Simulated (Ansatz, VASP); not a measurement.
# ZnSe in VASP and in Ansatz

Contents of INCAR:

```
PREC = Accurate ; ENCUT = 520
EDIFF = 1E-8 ; ISMEAR = -1
SIGMA = 0.03 ; LREAL = False
LASPH = True ; NELM = 60
ALGO = Normal ; ISIF = 2
LWAVE = False ; LCHARG = False
LEFG = True ; NBANDS = 16
```

The input KPOINTS:

```
Automatic mesh
0
Gamma
  8 8 8
```

Contents of POSCAR:

```
ZnSe
1.0
    0.0000000000      2.7487860000      2.8338000000
    2.7487860000      0.0000000000      2.8338000000
    2.7487860000      2.7487860000      0.0000000000
Zn Se
1 1
Direct
    0.0000000000      0.0000000000      0.0000000000
    0.7500000000      0.7500000000      0.7500000000
```

Input for Ansatz:

```yaml
crystal:
  lattice:
    - [0.0, 2.748786, 2.8338]
    - [2.748786, 0.0, 2.8338]
    - [2.748786, 2.748786, 0.0]
  atoms:
    - { symbol: Zn, position: [0.0, 0.0, 0.0] }
    - { symbol: Se, position: [0.75, 0.75, 0.75] }
kpoints:
  mp_grid: { grid: [8, 8, 8] }
scf:
  occupations: { method: fermi_dirac, width: 0.03 }
hamiltonian:
  xc: lda
  pseudopotentials: { kind: all_electron, datasets: crystal }
output:
  forces: true
  stress: true
  eigenvalues: true
  efg: { contact_densities: true }
```

Change from the starting cell: equal xx and yy strain of -3 %, crystal datasets.

Alike in both runs: task electric field gradients; functional LDA; k mesh 8 × 8 × 8; occupations fermi-dirac, width 0.03 eV; no spin polarisation.

```csv
,VASP,Ansatz
version,VASP 6.6.1,Ansatz 0.2.0
potentials or method,"VASP PAW LDA potentials, release 64 (Zn, Se), cutoff 520 eV","all-electron PAW with datasets made for the crystal, scalar-relativistic"
```

```csv
,VASP,Ansatz,Ansatz less VASP
gap on the k mesh at the Fermi level (eV),1.28,1.24,-0.040
pressure (GPa),0.9,0.5,-0.36
"traceless stress, the component that is largest in VASP (GPa)",-0.82,-0.83,-0.007
size of Vzz on the site where it differs most (V/Å²),13.5,14.0,+0.58
```

LDA's correlation is that of Perdew and Zunger in VASP and of Perdew and Wang (1992) in Ansatz. Ansatz ran all-electron here, and VASP with PAW potentials.
